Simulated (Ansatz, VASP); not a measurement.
## Al2GaSb3: VASP beside Ansatz

```
Al Ga Sb
1.0
     4.14876    0.00000    0.00000
    -2.07438    3.59294    0.00000
     0.00000    0.00000    9.91379
Al Ga Sb
2 1 3
Direct
  0.33333 0.66667 0.73602
  0.33333 0.66667 0.41978
  0.00000 0.00000 0.26751
  0.66667 0.33333 0.57564
  0.66667 0.33333 0.10201
  0.00000 0.00000 0.89904
```

Change from the starting cell: species swapped into the Ho2Ga3Cu type (P3m1, No. 156).

Alike in both runs: functional PBE; k mesh 6 × 6 × 2; occupations gaussian, width 0.1 eV; no spin polarisation.

Ansatz relaxed the structure, and its values are those at the end. VASP's run is a single point on that final structure, the one shown.

|  | VASP | Ansatz |
| --- | --- | --- |
| version | VASP 6.6.1 | Ansatz 0.2.0 |
| potentials or method | VASP PAW PBE potentials, release 64 (Al, Ga_d, Sb), cutoff 520 eV | scalar-relativistic, plane waves, PAW |
| valence electrons in the cell | 34 | 64 |

Ansatz gave:

* gap on the k mesh at the Fermi level (eV): none
* pressure (GPa): 0.0
* rms of the force components (eV/Å): 0.003

Task: Which values does VASP return?

Result: gap on the k mesh at the Fermi level (eV): none; pressure (GPa): 0.1; rms of the force components (eV/Å): 0.004.

A gap of «none» marks a metal or a gap that the smearing closes. VASP's potentials hold 34 valence electrons a cell and Ansatz's 64, so a difference there can come from the potentials and not from the codes.

Neither program's run includes spin-orbit coupling.
